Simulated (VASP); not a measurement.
Input of a VASP 6.6.1 run:

Contents of INCAR:

```
PREC = Accurate
ENCUT = 520
EDIFF = 1E-6
ISMEAR = -1
SIGMA = 0.05
LREAL = F
LASPH = T
NELM = 150
ALGO = Normal
ISIF = 2
LWAVE = F
LCHARG = T
ISPIN = 2
MAGMOM = 3.8 0
LORBIT = 11
NUPDOWN = 3.8
LMAXMIX = 4
GGA = PS
LELF = T
LVHAR = T
NBANDS = 18
```

Contents of KPOINTS:

```
regular mesh
0
Gamma
  9 9 9
```

File POSCAR:

```
FeO
1.0
    0.0000000000      2.1554000000      2.1554000000
    2.1554000000      0.0000000000      2.1554000000
    2.1554000000      2.1554000000      0.0000000000
Fe O
1 1
Direct
    0.0000000000      0.0000000000      0.0000000000
    0.5000000000      0.5000000000      0.5000000000
```

Potentials or basis: VASP PAW PBE potentials, release 64 (Fe, O).

The run is started by

```console
$ cat potpaw_PBE.64/Fe/POTCAR potpaw_PBE.64/O/POTCAR > POTCAR
$ mpirun -np 1 vasp_std > vasp.out
```

Question: Predict the pressure.

Answer: -10.9 GPa.

Caveat: the PAW data sets were made with another functional, which shifts forces and pressure a little; the total moment is fixed, so each spin has its own Fermi level; a cell with one magnetic atom can't hold antiferromagnetic order, which such compounds often take.
